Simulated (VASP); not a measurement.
Ni:

```xyz
1
Lattice="0.0000 1.7673 1.7673 1.7673 0.0000 1.7673 1.7673 1.7673 0.0000" Properties=species:S:1:pos:R:3 pbc="T T T"
Ni    0.0000    0.0000    0.0000
```

Base run:

* Program: VASP 6.6.1
* Functional: PBE
* Potentials or basis: VASP PAW PBE potentials, release 64 (Ni)
* Cutoff: 520 eV
* k mesh: 12 × 12 × 12
* Occupations: fermi-dirac, width 0.05 eV
* Spin: collinear spin, ferromagnetic start
* Starting moments: [1.74] μB
* Fixed moment: 1.74 μB

Its results: pressure 14.2 GPa; site moments Ni +1.65 μB.

**Question.** The run is repeated on the same cell with these changes: fixed moment from 1.74 μB to 0.75 μB; moments at the start from [1.74] to [0.75]. What comes out?

**Answer.** Pressure -1.7 GPa; site moments Ni +0.76 μB.

Caveats: the total moment is fixed, so each spin has its own Fermi level; the cell stands under pressure (at least some runs).
